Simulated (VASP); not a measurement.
# Mn (P6_3/mmc) in VASP: further runs

The runs below take Mn through single point, relaxation of cell and atoms, with RPBE.

Everything below comes from runs of VASP 6.6.1. Logs are shortened: lines on timing, memory, paths and dates and some standing lists are left out, and cuts for length are marked.

### Step 1. The cell of the first run

Symmetry: P6_3/mmc, No. 194, hexagonal system. Conventional cell: a = 2.505 Å, b = 2.505 Å, c = 4.073 Å, α = 90.00°, β = 90.00°, γ = 120.00°. Mn (site symmetry -6m2) has 12 Mn at 2.50 to 2.51 Å within 3.3 Å.

### Step 2. Single point, RPBE, collinear spin, antiferromagnetic start

Contents of INCAR:

```
ALGO = Normal
EDIFF = 1E-6
ENCUT = 520
GGA = RP
ISIF = 2
ISMEAR = -1
ISPIN = 2
LASPH = True
LCHARG = False
LMAXMIX = 4
LORBIT = 11
LREAL = False
LWAVE = False
MAGMOM = 3 -3
NBANDS = 24
NELM = 150
PREC = Accurate
SIGMA = 0.05
```

Contents of KPOINTS:

```
k-points
0
Gamma
  14 14 8
```

Contents of POSCAR:

```
Mn
1.0
    2.5053535497      0.0000000000      0.0000000000
   -1.2526767748      2.1696998195      0.0000000000
    0.0000000000      0.0000000000      4.0728517586
Mn
2
Direct
    0.3333333333      0.6666666667      0.2500000000
    0.6666666667      0.3333333333      0.7500000000
```

Potentials or basis: VASP PAW PBE potentials, release 64 (Mn_pv).

Run with:

```console
$ cat potpaw_PBE.64/Mn_pv/POTCAR > POTCAR
$ mpirun -np 1 vasp_std > vasp.out
```

OUTCAR:

```text
EDIFF = 1E-6
   ENCUT = 520
   GGA = RP
   ISIF = 2
   ISMEAR = -1
   ISPIN = 2
   LASPH = True
   LORBIT = 11
   LREAL = False
   NELM = 150
   PREC = Accurate

 ion  position               nearest neighbor table
   1  0.333  0.667  0.250-   2 2.50   2 2.50   2 2.50   2 2.50   2 2.50   2 2.50
   2  0.667  0.333  0.750-   1 2.50   1 2.50   1 2.50   1 2.50   1 2.50   1 2.50

  LATTYP: Found a hexagonal cell.
 ALAT       =     2.5053535497
 C/A-ratio  =     1.6256594839

  Lattice vectors:

 A1 = (   2.5053535497,   0.0000000000,   0.0000000000)
 A2 = (  -1.2526767748,   2.1696998195,   0.0000000000)
 A3 = (   0.0000000000,   0.0000000000,   4.0728517586)

Analysis of symmetry for initial positions (statically):
=====================================================================
 Subroutine PRICEL returns:
 Original cell was already a primitive cell.

 Routine SETGRP: Setting up the symmetry group for a
 hexagonal supercell.

 Subroutine GETGRP returns: Found 24 space group operations
 (whereof 12 operations were pure point group operations)
 out of a pool of 24 trial point group operations.

The static configuration has the point symmetry D_3d.
 The point group associated with its full space group is D_6h.

Analysis of symmetry for dynamics (positions and initial velocities):
=====================================================================
 Subroutine PRICEL returns:
 Original cell was already a primitive cell.

 Routine SETGRP: Setting up the symmetry group for a
 hexagonal supercell.

 Subroutine GETGRP returns: Found 24 space group operations
 (whereof 12 operations were pure point group operations)
 out of a pool of 24 trial point group operations.

The dynamic configuration has the point symmetry D_3d.
 The point group associated with its full space group is D_6h.

Analysis of structural, dynamic, and magnetic symmetry:
=====================================================================
 Subroutine PRICEL returns:
 Original cell was already a primitive cell.

 Routine SETGRP: Setting up the symmetry group for a
 hexagonal supercell.

 Subroutine GETGRP returns: Found 24 space group operations
 (whereof 12 operations were pure point group operations)
 out of a pool of 24 trial point group operations.

The overall configuration has the point symmetry D_3d.
 The point group associated with its full space group is D_6h.

 Subroutine INISYM returns: Found 24 space group operations
 (whereof 12 operations are pure point group operations),
 and found     1 'primitive' translations

----------------------------------------------------------------------------------------

                                     Primitive cell

  volume of cell :      22.1395

  direct lattice vectors                    reciprocal lattice vectors
     2.505353550  0.000000000  0.000000000     0.399145262  0.230446625  0.000000000
    -1.252676775  2.169699819  0.000000000     0.000000000  0.460893249  0.000000000
     0.000000000  0.000000000  4.072851759     0.000000000  0.000000000  0.245528210

  length of vectors
     2.505353550  2.505353550  4.072851759     0.460893249  0.460893249  0.245528210

  position of ions in fractional coordinates (direct lattice)
     0.333333333  0.666666667  0.250000000
     0.666666667  0.333333333  0.750000000

  ion indices of the primitive-cell ions
   primitive index   ion index
                 1           1
                 2           2

----------------------------------------------------------------------------------------

 KPOINTS: k-points

Automatic generation of k-mesh.
 Grid dimensions read from file:
 generate k-points for:   14   14    8

 Generating k-lattice:

  Cartesian coordinates                     Fractional coordinates (reciprocal lattice)
     0.028510376  0.016460473  0.000000000     0.071428571  0.000000000  0.000000000
     0.000000000  0.032920946  0.000000000     0.000000000  0.071428571  0.000000000
     0.000000000  0.000000000  0.030691026     0.000000000  0.000000000  0.125000000

  Length of vectors
     0.032920946  0.032920946  0.030691026

  Shift w.r.t. Gamma in fractional coordinates (k-lattice)
     0.000000000  0.000000000  0.000000000

 Subroutine IBZKPT returns following result:
 ===========================================

 Found    120 irreducible k-points:

 Following reciprocal coordinates:
            Coordinates               Weight
  0.000000  0.000000  0.000000      1.000000
  0.071429  0.000000  0.000000      6.000000
  0.142857  0.000000  0.000000      6.000000
  0.214286  0.000000  0.000000      6.000000
  0.285714  0.000000  0.000000      6.000000
  0.357143  0.000000  0.000000      6.000000
[... 16 lines left out ...]
  0.285714  0.285714  0.000000      6.000000
  0.357143  0.285714  0.000000      6.000000
 [... further k-points ...]
   k-points           NKPTS =    120   k-points in BZ     NKDIM =    120   number of bands    NBANDS=     24
   number of dos      NEDOS =    301   number of ions     NIONS =      2
   total plane-waves  NPLWV =  12000
   dimension x,y,z NGX =    20 NGY =   20 NGZ =   30
   dimension x,y,z NGXF=    40 NGYF=   40 NGZF=   60
   ions per type =               2
   NGX,Y,Z   is equivalent  to a cutoff of  13.27, 13.27, 12.25 a.u.
   NGXF,Y,Z  is equivalent  to a cutoff of  26.54, 26.54, 24.49 a.u.
 SYSTEM =  unknown system
   PREC   = accura    normal or accurate (medium, high low for compatibility)
   ISTART =      0    job   : 0-new  1-cont  2-samecut
   ICHARG =      2    charge: 1-file 2-atom 10-const
   ISPIN  =      2    spin polarized calculation?
   LNONCOLLINEAR =      F non collinear calculations
   LSORBIT =      F    spin-orbit coupling
   LASPH  =      T    aspherical Exc in radial PAW
   ENCUT  =  520.0 eV  38.22 Ry    6.18 a.u.   4.66  4.66  7.57*2*pi/ulx,y,z
   NELM   =    150;   NELMIN=  2; NELMDL= -5     # of ELM steps
   EDIFF  = 0.1E-05   stopping-criterion for ELM
   LREAL  =      F    real-space projection
   EDIFFG = 0.1E-04   stopping-criterion for IOM
   NSW    =      0    number of steps for IOM
   IBRION =     -1    ionic relax: 0-MD 1-quasi-New 2-CG
   NFREE  =      0    steps in history (QN), initial steepest desc. (CG)
   ISIF   =      2    stress and relaxation
   ISYM   =      2    0-nonsym 1-usesym 2-fastsym
   POTIM  = 0.5000    time-step for ionic-motion
   TEBEG  =    0.0;   TEEND  =   0.0 temperature during run
   PSTRESS=    0.0 pullay stress
   NELECT =      26.0000    total number of electrons
   NUPDOWN=      -1.0000    fix difference up-down
   EMIN   =  10.00;   EMAX   =-10.00  energy-range for DOS
   EFERMI =   0.00;   METHOD = LEGACY
   ISMEAR =    -1;   SIGMA  =   0.05  broadening in eV -4-tet -1-fermi 0-gaus
   EFERMI_NEDOS =   21; number of points for ismear=-14 and -15
   IALGO  =     38    algorithm
   IMIX   =      4    mixing-type and parameters
     AMIX     =   0.40;   BMIX     =  1.00
     AMIX_MAG =   1.60;   BMIX_MAG =  1.00
  volume/ion in A,a.u.               =      11.07        74.70
  Fermi-wavevector in a.u.,A,eV,Ry     =   1.727204  3.263941 40.589337  2.983232
  Thomas-Fermi vector in A             =   2.802371
   LORBIT       =     11    0 simple, 1 ext, 2 COOP (PROOUT), +10 PAW based schemes
   GGA     = RP    functional components
   LHFCALC =     F    Hartree Fock is set to
   AEXX    =    0.0000 exact exchange contribution
   IVDW    =     0    specifies the selected vdW correction
   LEPSILON=     F    determine dielectric tensor
   LRPA    =     F    only Hartree local field effects (RPA)
 spin polarized calculation
  energy-cutoff  :      520.00
  volume of cell :       22.14
 maximum number of plane-waves:       609
 NGX is ok and might be reduce to    20
   NGX =  9   NGY =  9   NGZ = 15

 number of electron      26.0000023 magnetization      -0.0000000

 number of electron      26.0000023 magnetization       0.0000000

 Free energy of the ion-electron system (eV)
  ---------------------------------------------------
  ext. energy  EPLUGINS =         0.00000000
  ---------------------------------------------------
  free energy    TOTEN  =       -16.81289323 eV

  energy without entropy =      -16.79471166  energy(sigma->0) =      -16.80380245

 E-fermi :  10.1114     XC(G=0): -13.7074

 val. band max:       10.0834841626   @ k =   0.1429   0.0714   0.0000
 cond. band min:      10.1188058225   @ k =   0.2857   0.2857   0.5000
 fundamental gap:      0.0353216600
 Fermi energy:        10.1114051387

 spin component 1

 k-point     1 :       0.0000    0.0000    0.0000
  band No.  band energies     occupation
      1     -38.4014      1.00000
      2     -37.9228      1.00000
      3     -37.9228      1.00000
      4     -37.1384      1.00000
      5     -37.0839      1.00000
      6     -37.0839      1.00000
[... 16 lines left out ...]
     23      36.0229      0.00000
     24      36.0229      0.00000
[... 598 lines left out ...]
      2     -38.2395      1.00000
      3     -38.2174      1.00000
      4     -37.4820      1.00000
      5     -37.4002      1.00000
      6     -37.1577      1.00000
[... 16 lines left out ...]
     23      26.3445      0.00000
     24      27.1910      0.00000

 [... further k-points ...]

 spin component 2

 k-point     1 :       0.0000    0.0000    0.0000
  band No.  band energies     occupation
      1     -38.4014      1.00000
      2     -37.9228      1.00000
      3     -37.9228      1.00000
      4     -37.1384      1.00000
      5     -37.0839      1.00000
      6     -37.0839      1.00000
[... 16 lines left out ...]
     23      36.0229      0.00000
     24      36.0229      0.00000
[... 598 lines left out ...]
      2     -38.2395      1.00000
      3     -38.2174      1.00000
      4     -37.4820      1.00000
      5     -37.4002      1.00000
      6     -37.1577      1.00000
[... 16 lines left out ...]
     23      26.3445      0.00000
     24      27.1910      0.00000

 [... further k-points ...]

------------------------ aborting loop because EDIFF is reached ----------------------------------------

  FORCE on cell =-STRESS in cart. coord.  units (eV):
  Direction    XX          YY          ZZ          XY          YZ          ZX
  --------------------------------------------------------------------------------------
  -------------------------------------------------------------------------------------
  Total        0.0494125      0.0494125      0.0560489      0.0000000      0.0000000      0.0000000
  in kB        3.5758595      3.5758595      4.0561144      0.0000000      0.0000000      0.0000000
  external PRESSURE =       3.7359444 kB  Pullay stress =       0.0000000 kB

 VOLUME and BASIS-vectors are now :
 -----------------------------------------------------------------------------
  energy-cutoff  :      520.00
  volume of cell :       22.14
      direct lattice vectors                 reciprocal lattice vectors
     2.505353550  0.000000000  0.000000000     0.399145262  0.230446625  0.000000000
    -1.252676775  2.169699819  0.000000000     0.000000000  0.460893249  0.000000000
     0.000000000  0.000000000  4.072851759     0.000000000  0.000000000  0.245528210

 POSITION                                       TOTAL-FORCE (eV/Angst)
 -----------------------------------------------------------------------------------
     -0.00000      1.44647      1.01821        -0.000000     -0.000000      0.000000
      1.25268      0.72323      3.05464         0.000000      0.000000      0.000000
 -----------------------------------------------------------------------------------
    total drift:                               -0.000000      0.000000     -0.000000

  FREE ENERGIE OF THE ION-ELECTRON SYSTEM (eV)
  ---------------------------------------------------
  free  energy   TOTEN  =       -16.8128932333 eV

  energy  without entropy=      -16.7947116570  energy(sigma->0) =      -16.80380245

 total charge

# of ion       s       p       d       tot
------------------------------------------
    1        0.414   6.378   5.129  11.921
    2        0.414   6.378   5.129  11.921
--------------------------------------------------
tot          0.829  12.756  10.259  23.843

 magnetization (x)

# of ion       s       p       d       tot
------------------------------------------
    1        0.006   0.014   0.830   0.850
    2       -0.006  -0.014  -0.830  -0.850
--------------------------------------------------
tot          0.000   0.000   0.000   0.000
```

Wall time 61 s (1 thread of Intel Xeon 6975P-C (Granite Rapids), shared host); peak memory 0.2 GiB.

Results:

```yaml
Free_energy: -16.8129 eV
Pressure: 0.4 GPa
Band_gap_on_the_k_mesh: zero (filled and empty bands overlap)
Net_moment: 0.00 μB per cell
Site_moments: Mn +0.85, -0.85 μB
Valence_electrons_inside_the_program's_atomic_spheres: Mn 11.92
```

Levels at points of the mesh, in eV from the Fermi level:
Spin up:
```csv
k point,band 9,band 10,band 11,band 12,band 13,band 14,band 15,band 16,band 17,band 18
"(0.00, 0.00, 0.00)",-1.06,-1.06,-0.91,-0.27,-0.27,-0.07,-0.07,0.60,1.76,1.76
"(0.50, 0.00, 0.00)",-3.58,-1.35,-1.13,-0.83,-0.37,1.49,2.00,2.25,3.45,5.51
"(0.00, 0.00, 0.50)",-1.75,-1.20,-1.19,-1.19,-0.82,-0.82,0.82,0.82,1.62,1.62
"(0.50, 0.00, 0.50)",-2.61,-2.41,-0.28,0.66,0.73,1.00,1.54,2.25,3.04,3.09
```
Spin down:
```tsv
k point	band 11	band 12	band 13	band 14	band 15	band 16
(0.00, 0.00, 0.00)	-0.91	-0.27	-0.27	-0.07	-0.07	0.60
(0.50, 0.00, 0.00)	-1.13	-0.83	-0.37	1.49	2.00	2.25
(0.00, 0.00, 0.50)	-1.19	-1.19	-0.82	-0.82	0.82	0.82
(0.50, 0.00, 0.50)	-0.28	0.66	0.73	1.00	1.54	2.25
```

Caveat: the PAW data sets were made with another functional, which shifts forces and pressure a little.

### Step 3. Relaxation of cell and atoms, RPBE, collinear spin, antiferromagnetic start

This run uses another cell than the first one, of 11.75 Å³/atom, 1.061 times its volume.

Contents of INCAR:

```
ALGO = Normal ; EDIFF = 1E-6
EDIFFG = -0.01 ; ENCUT = 600
GGA = RP ; IBRION = 2
ISIF = 3 ; ISMEAR = -1
ISPIN = 2 ; LASPH = T
LCHARG = F ; LMAXMIX = 4
LORBIT = 11 ; LREAL = F
LWAVE = F ; MAGMOM = 3 -3
NELM = 150 ; NSW = 80
PREC = Accurate ; SIGMA = 0.05
```

KPOINTS is that of step 2.

Contents of POSCAR:

```
Mn
1.0
    2.5517868831      0.0000000000      0.0000000000
   -1.2758934415      2.2099122658      0.0000000000
    0.0000000000      0.0000000000      4.1670679801
Mn
2
Direct
    0.3333333333      0.6666666667      0.2500000000
    0.6666666667      0.3333333333      0.7500000000
```

Potentials or basis: VASP PAW PBE potentials, release 64 (Mn_pv).

Run with:

```console
$ cat potpaw_PBE.64/Mn_pv/POTCAR > POTCAR
$ mpirun -np 1 vasp_std > vasp.out
```

It took 2.9 min on 1 thread of Intel Xeon 6975P-C (Granite Rapids), shared host; peak memory 0.21 GiB.

The run converged. Its results:

```
Free energy                                           : -16.8133 eV
Relaxed volume                                        : 11.10 Å³/atom
Relaxed cell                                          : a = 2.507 Å, b = 2.507 Å, c = 4.077 Å, α = 90.00°, β = 90.00°, γ = 120.00°
Space group after relaxing (to 0.05 Å)                : P6_3/mmc (No. 194)
Energy gained by relaxing                             : 19.2 meV/atom
Ionic steps                                           : 6
Pressure after relaxing                               : -0.1 GPa
Band gap on the k mesh                                : zero (filled and empty bands overlap)
Net moment                                            : 0.00 μB per cell
Site moments                                          : Mn +0.87, -0.87 μB
Valence electrons inside the program's atomic spheres : Mn 11.92
```

Step by step:
| step | energy change (eV) | largest force (eV/Å) | pressure (GPa) | volume (Å³) |
| --- | --- | --- | --- | --- |
| 1 | 0.0000 | 0.0000 | -8.16 | 23.50 |
| 2 | -0.0251 | 0.0000 | 6.55 | 21.52 |
| 3 | -0.0382 | 0.0000 | 0.06 | 22.18 |
| 4 | -0.0382 | 0.0000 | -0.07 | 22.20 |
| 5 | -0.0385 | 0.0000 | -0.13 | 22.19 |
| 6 | -0.0385 | 0.0000 | -0.10 | 22.19 |

Final structure:
```
CELL_PARAMETERS angstrom
2.50712 0.00000 0.00000
-1.25356 2.17123 0.00000
0.00000 0.00000 4.07700
ATOMIC_POSITIONS crystal
Mn 0.33333 0.66667 0.25000
Mn 0.66667 0.33333 0.75000
```

Levels at points of the mesh, in eV from the Fermi level:
Spin up:
```
           k point  band 9  band 10  band 11  band 12  band 13  band 14  band 15  band 16  band 17
(0.00, 0.00, 0.00)   -1.06    -1.06    -0.90    -0.26    -0.26    -0.07    -0.07     0.59     1.77
(0.50, 0.00, 0.00)   -3.57    -1.35    -1.13    -0.83    -0.36     1.47     2.00     2.26     3.44
(0.00, 0.00, 0.50)   -1.75    -1.19    -1.19    -1.19    -0.81    -0.81     0.81     0.81     1.63
(0.50, 0.00, 0.50)   -2.60    -2.40    -0.29     0.66     0.74     1.00     1.53     2.26     3.08
```
Spin down:
```csv
k point,band 9,band 10,band 11,band 12,band 13,band 14,band 15,band 16,band 17
"(0.00, 0.00, 0.00)",-1.06,-1.06,-0.90,-0.26,-0.26,-0.07,-0.07,0.59,1.77
"(0.50, 0.00, 0.00)",-3.57,-1.35,-1.13,-0.83,-0.36,1.47,2.00,2.26,3.44
"(0.00, 0.00, 0.50)",-1.75,-1.19,-1.19,-1.19,-0.81,-0.81,0.81,0.81,1.63
"(0.50, 0.00, 0.50)",-2.60,-2.40,-0.29,0.66,0.74,1.00,1.53,2.26,3.08
```

Caveat: the PAW data sets were made with another functional, which shifts forces and pressure a little.

### Step 4. Single point, RPBE, collinear spin, antiferromagnetic start (volume scaled by 1.12)

Contents of INCAR:

```
SYSTEM = Mn
PREC = Accurate ; ENCUT = 520
EDIFF = 1E-7 ; ISMEAR = -1
SIGMA = 0.05 ; LREAL = .False.
LASPH = .True. ; NELM = 150
ALGO = Normal ; ISIF = 2
LWAVE = .False. ; LCHARG = .False.
ISPIN = 2 ; MAGMOM = 0.807 -0.807
LORBIT = 11 ; LMAXMIX = 4
GGA = RP ; NBANDS = 24
```

Contents of KPOINTS:

```
Automatic mesh
0
Gamma
  24 24 13
  0 0 0
```

Contents of POSCAR:

```
Mn
1.0
    2.6018067060      0.0000000000      0.0000000000
   -1.3009033530      2.2532307031      0.0000000000
    0.0000000000      0.0000000000      4.2296517468
Mn
2
Direct
    0.3333333333      0.6666666667      0.2500000000
    0.6666666667      0.3333333333      0.7500000000
```

Run with:

```console
$ cat potpaw_PBE.64/Mn_pv/POTCAR > POTCAR
$ mpirun -np 1 vasp_std > vasp.out
```

Run time: 3.8 min. Hardware: 1 thread of Intel Xeon 6975P-C (Granite Rapids), shared host; peak memory 0.42 GiB.

It converged, with:

```
Free energy                                           : -16.6876 eV
Pressure                                              : -13.0 GPa
Band gap on the k mesh                                : zero (filled and empty bands overlap)
Net moment                                            : 0.00 μB per cell
Site moments                                          : Mn +1.68, -1.68 μB
Valence electrons inside the program's atomic spheres : Mn 11.73
```

Stress tensor (GPa, compression positive):
```
-13.83   0.00   0.00
  0.00 -13.83   0.00
  0.00   0.00 -11.42
```

Levels at points of the mesh, in eV from the Fermi level:
Spin up:
| k point | band 11 | band 12 | band 13 | band 14 | band 15 | band 16 |
| --- | --- | --- | --- | --- | --- | --- |
| (0.00, 0.00, 0.00) | -0.73 | -0.44 | -0.44 | 0.16 | 0.16 | 0.35 |
| (0.50, 0.00, 0.00) | -1.21 | -0.59 | -0.24 | 0.80 | 1.97 | 2.39 |
Spin down:
| k point | band 11 | band 12 | band 13 | band 14 | band 15 | band 16 |
| --- | --- | --- | --- | --- | --- | --- |
| (0.00, 0.00, 0.00) | -0.73 | -0.44 | -0.44 | 0.16 | 0.16 | 0.35 |
| (0.50, 0.00, 0.00) | -1.21 | -0.59 | -0.24 | 0.80 | 1.97 | 2.39 |

Caveat: the cell differs from its parent crystal (volume scaled by 1.12); the PAW data sets were made with another functional, which shifts forces and pressure a little.

(Continued in part 2 of 2.)
